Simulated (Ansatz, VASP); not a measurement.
As: VASP beside Ansatz

Contents of INCAR:

```
ALGO = Normal
EDIFF = 1E-7
EDIFFG = -0.01
ENCUT = 600
GGA = PE
IBRION = 2
ISIF = 3
ISMEAR = 0
LASPH = T
LCHARG = F
LREAL = F
LWAVE = F
NELM = 60
NSW = 100
PREC = Accurate
SIGMA = 0.1
```

Contents of KPOINTS:

```
k-points
0
Gamma
  16 16 16
```

File POSCAR:

```
As
1.0
    0.0000000000      3.0642851263      3.0642851263
    3.0642851263      0.0000000000      3.0642851263
    3.0642851263      3.0642851263      0.0000000000
As
2
Direct
    0.0000000000      0.0000000000      0.0000000000
    0.2500000000      0.2500000000      0.2500000000
```

Input for Ansatz:

```yaml
crystal:
  lattice:
    - [0.0, 3.0642851263, 3.0642851263]
    - [3.0642851263, 0.0, 3.0642851263]
    - [3.0642851263, 3.0642851263, 0.0]
  atoms:
    - { symbol: As, position: [0.0, 0.0, 0.0] }
    - { symbol: As, position: [0.25, 0.25, 0.25] }
basis:
  ecutwfc: 420
kpoints:
  mp_grid: { grid: [16, 16, 16] }
hamiltonian:
  xc: pbe
scf:
  occupations: { method: gaussian, width: 0.1 }
output:
  forces: true
  stress: true
  eigenvalues: true
relax:
  adjacent_minimum: "off"
  f_tol: 0.01
  max_steps: 80
  cell: { stress_tol: 0.05 }
```

Alike in both runs: task relaxation of cell and atoms; functional PBE; k mesh 16 × 16 × 16; occupations gaussian, width 0.1 eV; no spin polarisation.

|  | VASP | Ansatz |
| --- | --- | --- |
| version | VASP 6.6.1 | Ansatz 0.2.0 |
| potentials or method | VASP PAW PBE potentials, release 64 (As), cutoff 600 eV | scalar-relativistic, plane waves, PAW |
| valence electrons in the cell | 10 | 30 |

```tsv
	VASP	Ansatz	Ansatz less VASP
gap on the k mesh at the Fermi level, each at its own relaxed structure (eV)	none	none	-
relaxed volume (Å³/atom)	28.59	28.55	-0.036
relaxed cell length with the largest relative difference (Å)	4.324	4.322	-0.0018
```

A gap of «none» marks a metal or a gap that the smearing closes. VASP's potentials hold 10 valence electrons a cell and Ansatz's 30, so a difference there can come from the potentials and not from the codes.
